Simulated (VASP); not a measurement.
# C (I4_1/amd) in VASP: a series of runs, part 2 of 2

VASP 6.6.1. Earlier steps stand in the parts before.

## (3) Single point, PBE

This run uses another cell than the first one, of the same volume but with other edges.

Input file INCAR:

```
ALGO = Normal
EDIFF = 1E-6
ENCUT = 520
GGA = PE
ISIF = 2
ISMEAR = 0
LASPH = T
LCHARG = F
LREAL = F
LWAVE = F
NBANDS = 11
NELM = 60
PREC = Accurate
SIGMA = 0.05
```

Input file KPOINTS:

```
k-points
0
Gamma
  12 12 12
```

Input file POSCAR:

```
C
1.0
    0.0000000000      1.5889087591      2.2467169853
    1.5889087591      0.0000000000      2.2467169853
    1.5889087591      1.5889087591      0.0000000000
C
2
Direct
    0.5000000000      0.5000000000      0.5000000000
    0.7500000000      0.7500000000      0.7500000000
```

Potentials or basis: VASP PAW PBE potentials, release 64 (C).

Started as:

```
$ cat potpaw_PBE.64/C/POTCAR > POTCAR
$ mpirun -np 1 vasp_std > vasp.out
```

OUTCAR:

```text
EDIFF = 1E-6
   ENCUT = 520
   GGA = PE
   ISIF = 2
   ISMEAR = 0
   LASPH = T
   LREAL = F
   NELM = 60
   PREC = Accurate

 ion  position               nearest neighbor table
   1  0.500  0.500  0.500-   2 1.59   2 1.59   2 1.59   2 1.59
   2  0.750  0.750  0.750-   1 1.59   1 1.59   1 1.59   1 1.59

  LATTYP: Found a body centered tetragonal cell.
 ALAT       =     2.2470563165
 C/A-ratio  =     1.9996979771

  Lattice vectors:

 A1 = (  -1.5889087591,   0.0000000000,   2.2467169853)
 A2 = (   1.5889087591,   0.0000000000,   2.2467169853)
 A3 = (   0.0000000000,   1.5889087591,  -2.2467169853)

Analysis of symmetry for initial positions (statically):
=====================================================================
 Subroutine PRICEL returns:
 Original cell was already a primitive cell.

 Routine SETGRP: Setting up the symmetry group for a
 body centered tetragonal supercell.

 Subroutine GETGRP returns: Found 16 space group operations
 (whereof  8 operations were pure point group operations)
 out of a pool of 16 trial point group operations.

The static configuration has the point symmetry D_2d.
 The point group associated with its full space group is D_4h.

Analysis of symmetry for dynamics (positions and initial velocities):
=====================================================================
 Subroutine PRICEL returns:
 Original cell was already a primitive cell.

 Routine SETGRP: Setting up the symmetry group for a
 body centered tetragonal supercell.

 Subroutine GETGRP returns: Found 16 space group operations
 (whereof  8 operations were pure point group operations)
 out of a pool of 16 trial point group operations.

The dynamic configuration has the point symmetry D_2d.
 The point group associated with its full space group is D_4h.

 Subroutine INISYM returns: Found 16 space group operations
 (whereof  8 operations are pure point group operations),
 and found     1 'primitive' translations

----------------------------------------------------------------------------------------

                                     Primitive cell

  volume of cell :      11.3443

  direct lattice vectors                    reciprocal lattice vectors
     0.000000000  1.588908759  2.246716985    -0.314681379  0.314681379  0.222546944
     1.588908759  0.000000000  2.246716985     0.314681379 -0.314681379  0.222546944
     1.588908759  1.588908759  0.000000000     0.314681379  0.314681379 -0.222546944

  length of vectors
     2.751793644  2.751793644  2.247056316     0.497569978  0.497569978  0.497569978

  position of ions in fractional coordinates (direct lattice)
     0.500000000  0.500000000  0.500000000
     0.750000000  0.750000000  0.750000000

  ion indices of the primitive-cell ions
   primitive index   ion index
                 1           1
                 2           2

----------------------------------------------------------------------------------------

 KPOINTS: k-points

Automatic generation of k-mesh.
 Grid dimensions read from file:
 generate k-points for:   12   12   12

 Generating k-lattice:

  Cartesian coordinates                     Fractional coordinates (reciprocal lattice)
[... 39 lines left out ...]
  0.500000  0.166667  0.000000      8.000000
 -0.416667  0.166667  0.000000      8.000000
 [... further k-points ...]
   k-points           NKPTS =    163   k-points in BZ     NKDIM =    163   number of bands    NBANDS=     11
   number of dos      NEDOS =    301   number of ions     NIONS =      2
   total plane-waves  NPLWV =   7200
   dimension x,y,z NGX =    20 NGY =   20 NGZ =   18
   dimension x,y,z NGXF=    40 NGYF=   40 NGZF=   36
   ions per type =               2
   NGX,Y,Z   is equivalent  to a cutoff of  12.08, 12.08, 13.32 a.u.
   NGXF,Y,Z  is equivalent  to a cutoff of  24.17, 24.17, 26.63 a.u.
 SYSTEM =  unknown system
   PREC   = accura    normal or accurate (medium, high low for compatibility)
   ISTART =      0    job   : 0-new  1-cont  2-samecut
   ICHARG =      2    charge: 1-file 2-atom 10-const
   ISPIN  =      1    spin polarized calculation?
   LNONCOLLINEAR =      F non collinear calculations
   LSORBIT =      F    spin-orbit coupling
   LASPH  =      T    aspherical Exc in radial PAW
   ENCUT  =  520.0 eV  38.22 Ry    6.18 a.u.   5.12  5.12  4.18*2*pi/ulx,y,z
   NELM   =     60;   NELMIN=  2; NELMDL= -5     # of ELM steps
   EDIFF  = 0.1E-05   stopping-criterion for ELM
   LREAL  =      F    real-space projection
   EDIFFG = 0.1E-04   stopping-criterion for IOM
   NSW    =      0    number of steps for IOM
   IBRION =     -1    ionic relax: 0-MD 1-quasi-New 2-CG
   NFREE  =      0    steps in history (QN), initial steepest desc. (CG)
   ISIF   =      2    stress and relaxation
   ISYM   =      2    0-nonsym 1-usesym 2-fastsym
   POTIM  = 0.5000    time-step for ionic-motion
   TEBEG  =    0.0;   TEEND  =   0.0 temperature during run
   PSTRESS=    0.0 pullay stress
   NELECT =       8.0000    total number of electrons
   NUPDOWN=      -1.0000    fix difference up-down
   EMIN   =  10.00;   EMAX   =-10.00  energy-range for DOS
   EFERMI =   0.00;   METHOD = LEGACY
   ISMEAR =     0;   SIGMA  =   0.05  broadening in eV -4-tet -1-fermi 0-gaus
   EFERMI_NEDOS =   21; number of points for ismear=-14 and -15
   IALGO  =     38    algorithm
   IMIX   =      4    mixing-type and parameters
     AMIX     =   0.40;   BMIX     =  1.00
     AMIX_MAG =   1.60;   BMIX_MAG =  1.00
  volume/ion in A,a.u.               =       5.67        38.28
  Fermi-wavevector in a.u.,A,eV,Ry     =   1.457178  2.753668 28.890189  2.123369
  Thomas-Fermi vector in A             =   2.574010
   LORBIT       =      0    0 simple, 1 ext, 2 COOP (PROOUT), +10 PAW based schemes
   GGA     = PE    functional components
   LHFCALC =     F    Hartree Fock is set to
   AEXX    =    0.0000 exact exchange contribution
   IVDW    =     0    specifies the selected vdW correction
   LEPSILON=     F    determine dielectric tensor
   LRPA    =     F    only Hartree local field effects (RPA)
 non-spin polarized calculation
 Gauss-broadening in eV      SIGMA  =   0.05
  energy-cutoff  :      520.00
  volume of cell :       11.34
 maximum number of plane-waves:       316
   NGX = 11   NGY = 11   NGZ =  9

 number of electron       8.0000000 magnetization

 Free energy of the ion-electron system (eV)
  ---------------------------------------------------
  ext. energy  EPLUGINS =         0.00000000
  ---------------------------------------------------
  free energy    TOTEN  =       -15.03256168 eV

  energy without entropy =      -15.03204700  energy(sigma->0) =      -15.03230434

 E-fermi :  12.1100     XC(G=0): -13.3991

 val. band max:       12.0993516823   @ k =   0.5000   0.0000   0.0833
 cond. band min:      12.1426847056   @ k =   0.4167   0.0000   0.0833
 fundamental gap:      0.0433330233
 Fermi energy:        12.1099811338

 k-point     1 :       0.0000    0.0000    0.0000
  band No.  band energies     occupation
      1     -11.5912      2.00000
      2       5.3074      2.00000
      3      12.3760      0.00000
      4      12.3760      0.00000
      5      15.1976      0.00000
      6      15.1976      0.00000
      7      17.6026      0.00000
      8      19.2489      0.00000
      9      29.5447      0.00000
     10      30.4527      0.00000
     11      30.4693      0.00000
[... 309 lines left out ...]
 k-point    24 :      -0.4167    0.1667    0.0000
  band No.  band energies     occupation
      1      -4.9849      2.00000
      2      -2.6786      2.00000
      3       1.3875      2.00000
      4      10.5322      2.00000
      5      14.9753      0.00000
      6      20.5802      0.00000
      7      22.6195      0.00000
      8      24.0285      0.00000
      9      31.1291      0.00000
     10      33.0387      0.00000
     11      36.3571      0.00000

 [... further k-points ...]

------------------------ aborting loop because EDIFF is reached ----------------------------------------

  FORCE on cell =-STRESS in cart. coord.  units (eV):
  Direction    XX          YY          ZZ          XY          YZ          ZX
  --------------------------------------------------------------------------------------
  -------------------------------------------------------------------------------------
  Total        9.9083061      9.9083061    -17.9099515      0.0000000      0.0000000     -0.0000000
  in kB     1399.3737267   1399.3737267  -2529.4652028      0.0000000      0.0000000     -0.0000000
  external PRESSURE =      89.7607502 kB  Pullay stress =       0.0000000 kB

 VOLUME and BASIS-vectors are now :
 -----------------------------------------------------------------------------
  energy-cutoff  :      520.00
  volume of cell :       11.34
      direct lattice vectors                 reciprocal lattice vectors
     0.000000000  1.588908759  2.246716985    -0.314681379  0.314681379  0.222546944
     1.588908759  0.000000000  2.246716985     0.314681379 -0.314681379  0.222546944
     1.588908759  1.588908759  0.000000000     0.314681379  0.314681379 -0.222546944

 POSITION                                       TOTAL-FORCE (eV/Angst)
 -----------------------------------------------------------------------------------
      1.58891      1.58891      2.24672         0.000000      0.000000      0.000000
      2.38336      2.38336      3.37008        -0.000000     -0.000000     -0.000000
 -----------------------------------------------------------------------------------
    total drift:                                0.000000     -0.000000      0.000000

  FREE ENERGIE OF THE ION-ELECTRON SYSTEM (eV)
  ---------------------------------------------------
  free  energy   TOTEN  =       -15.0325616750 eV

  energy  without entropy=      -15.0320469997  energy(sigma->0) =      -15.03230434
```

OSZICAR:

```text
N       E                     dE             d eps       ncg     rms          rms(c)
DAV:   1     0.405363685665E+01    0.40536E+01   -0.47390E+03  3776   0.698E+02
DAV:   2    -0.151022043379E+02   -0.19156E+02   -0.18322E+02  4554   0.125E+02
DAV:   3    -0.155056205797E+02   -0.40342E+00   -0.40129E+00  4194   0.138E+01
DAV:   4    -0.155063111184E+02   -0.69054E-03   -0.68976E-03  3964   0.684E-01
DAV:   5    -0.155063119470E+02   -0.82854E-06   -0.82938E-06  4219   0.217E-02    0.500E+00
DAV:   6    -0.151486207199E+02    0.35769E+00   -0.18660E-01  3817   0.303E+00    0.296E+00
DAV:   7    -0.150314922558E+02    0.11713E+00   -0.22369E-01  4036   0.337E+00    0.657E-01
DAV:   8    -0.150325216955E+02   -0.10294E-02   -0.59570E-03  3781   0.600E-01    0.329E-02
DAV:   9    -0.150325467690E+02   -0.25073E-04   -0.17008E-05  4230   0.376E-02    0.237E-02
DAV:  10    -0.150325619221E+02   -0.15153E-04   -0.11163E-05  3778   0.297E-02    0.607E-03
DAV:  11    -0.150325616750E+02    0.24710E-06   -0.16981E-07  2573   0.346E-03
   1 F= -.15032562E+02 E0= -.15032304E+02  d E =-.514675E-03
```

Wall time 14 s (1 thread of Intel Xeon Platinum 8488C (Sapphire Rapids), shared host); peak memory 0.12 GiB.

Results:

* Free energy: -15.0326 eV
* Pressure: 9.0 GPa
* Band gap on the k mesh: zero (band 4 reaches 12.40 eV, above the bottom of band 5 at 11.66 eV)

Levels at points of the mesh, in eV from the Fermi level:
| k point | band 2 | band 3 | band 4 | band 5 | band 6 | band 7 |
| --- | --- | --- | --- | --- | --- | --- |
| (0.00, 0.00, 0.00) | -6.80 | 0.27 | 0.27 | 3.09 | 3.09 | 5.49 |
| (0.50, 0.00, 0.00) | -15.29 | -8.09 | -0.95 | -0.45 | 7.44 | 11.99 |
| (0.50, 0.50, 0.00) | -17.99 | -4.35 | -4.35 | 8.32 | 8.32 | 12.22 |
| (0.50, 0.00, 0.50) | -12.79 | -9.22 | -9.22 | 0.60 | 0.60 | 10.43 |

## (4) Single point, PBE

This run uses another cell than the first one, of the same volume but with other edges.

Input file INCAR:

```
SYSTEM = C
ALGO = Normal ; EDIFF = 1E-6
ENCUT = 520 ; GGA = PE
ISIF = 2 ; ISMEAR = 0
LASPH = .TRUE. ; LCHARG = .FALSE.
LREAL = .FALSE. ; LWAVE = .FALSE.
NBANDS = 11 ; NELM = 100
PREC = Accurate ; SIGMA = 0.05
```

Input file KPOINTS:

```
k-points
0
G
  12 12 12
  0 0 0
```

Input file POSCAR:

```
C
1.0
    0.0000000000      1.8826768702      1.6002753396
    1.8826768702      0.0000000000      1.6002753396
    1.8826768702      1.8826768702      0.0000000000
C
2
Direct
    0.5000000000      0.5000000000      0.5000000000
    0.7500000000      0.7500000000      0.7500000000
```

Started as:

```
$ cat potpaw_PBE.64/C/POTCAR > POTCAR
$ mpirun -np 1 vasp_std > vasp.out
```

It took 13 s on 1 thread of Intel Xeon Platinum 8488C (Sapphire Rapids), shared host; peak memory 0.12 GiB.

The run converged. Its results:

```
Free energy            : -17.6717 eV
Pressure               : 2.8 GPa
Band gap on the k mesh : 0.29 eV, indirect (least direct gap 3.15 eV)
```

Stress tensor (GPa, compression positive):
```
-38.99   0.00   0.00
  0.00 -38.99   0.00
  0.00   0.00  86.32
```

Levels at points of the mesh, in eV from the valence-band top:
```
           k point  band 2  band 3  band 4  band 5  band 6  band 7
(0.00, 0.00, 0.00)   -2.06   -2.06    0.00    3.15    5.14    5.14
(0.50, 0.00, 0.00)  -14.67   -5.40   -2.95    4.75    6.35   10.06
(0.50, 0.50, 0.00)  -12.35   -9.10   -9.10    1.00    1.00   15.75
(0.50, 0.00, 0.50)  -14.90   -6.65   -6.65    4.87    4.87   14.00
```

## (5) Single point, PBE

This run uses another cell than the first one, of the same volume but with other edges.

Input file INCAR:

```
PREC = Accurate
ENCUT = 520
EDIFF = 1E-7
ISMEAR = 0
SIGMA = 0.05
LREAL = False
LASPH = True
NELM = 80
ALGO = Normal
ISIF = 2
LWAVE = False
LCHARG = False
GGA = PE
NBANDS = 11
```

Input file KPOINTS:

```
regular mesh
0
Gamma
  12 12 12
```

Input file POSCAR:

```
C
1.0
    0.0000000000      1.6782436539      2.0138923847
    1.6782436539      0.0000000000      2.0138923847
    1.6782436539      1.6782436539      0.0000000000
C
2
Direct
    0.5000000000      0.5000000000      0.5000000000
    0.7500000000      0.7500000000      0.7500000000
```

Started as:

```
$ cat potpaw_PBE.64/C/POTCAR > POTCAR
$ mpirun -np 1 vasp_std > vasp.out
```

It took 14 s on 1 thread of Intel Xeon Platinum 8488C (Sapphire Rapids), shared host; peak memory 0.13 GiB.

Results (log left out):

```
Free energy            : -17.3705 eV
Pressure               : 3.7 GPa
Band gap on the k mesh : 1.87 eV, indirect (least direct gap 4.04 eV)
```

Stress tensor (GPa, compression positive):
```
  69.87    0.00    0.00
   0.00   69.87    0.00
   0.00    0.00 -128.56
```

Levels at points of the mesh, in eV from the valence-band top:
```csv
k point,band 2,band 3,band 4,band 5,band 6,band 7
"(0.00, 0.00, 0.00)",-3.31,0.00,0.00,4.04,4.04,6.26
"(0.50, 0.00, 0.00)",-14.40,-5.62,-2.01,3.72,8.02,10.63
"(0.50, 0.50, 0.00)",-15.61,-5.41,-5.41,6.60,6.60,14.68
"(0.50, 0.00, 0.50)",-12.83,-8.03,-8.03,2.45,2.45,14.35
```

 A k mesh can miss the band edges.

## (6) Overview

| cell | gap on the mesh (eV) | pressure (GPa) |
| --- | --- | --- |
| a = 2.452, b = 2.452, c = 2.831 Å, angles 54.7, 54.7, 70.5°, 2 atoms | none | 2.5 |
| a = 2.752, b = 2.752, c = 2.247 Å, angles 65.9, 65.9, 48.2°, 2 atoms | none | 9.0 |
| a = 2.471, b = 2.471, c = 2.663 Å, angles 57.4, 57.4, 65.2°, 2 atoms | 0.29 | 2.8 |
| a = 2.622, b = 2.622, c = 2.373 Å, angles 63.1, 63.1, 53.8°, 2 atoms | 1.87 | 3.7 |

Alike in all rows: task single point; level PBE; potentials or basis VASP PAW PBE potentials, release 64 (C); no spin polarisation; k mesh 12 × 12 × 12; cutoff (eV) 520; smearing gaussian 0.05 eV.

Total energies depend on the potentials used, so only differences within one code and one set of settings carry meaning.
